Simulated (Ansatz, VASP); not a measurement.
# SrO in VASP and in Ansatz

```
CELL_PARAMETERS angstrom
0.00000 2.55383 2.55383
2.55383 0.00000 2.55383
2.55383 2.55383 0.00000
ATOMIC_POSITIONS crystal
Sr 0.50000 0.50000 0.50000
O 0.00000 0.00000 0.00000
```

Alike in both runs: task single point; functional r2SCAN; k mesh 8 × 8 × 8; no spin polarisation.

```csv
,VASP,Ansatz
version,VASP 6.6.1,Ansatz 0.2.0
potentials or method,"VASP PAW PBE potentials, release 64 (Sr_sv, O)","plane waves, PAW"
plane-wave cutoff (eV),520,500
occupations,"gaussian, width 0.01 eV",fixed
valence electrons in the cell,16,16
```

|  | VASP | Ansatz | Ansatz less VASP |
| --- | --- | --- | --- |
| gap on the k mesh at the Fermi level (eV) | 3.73 | 3.79 | +0.055 |
| pressure (GPa) | 3.7 | 3.1 | -0.61 |

VASP's potentials were made for PBE, not for r2SCAN.
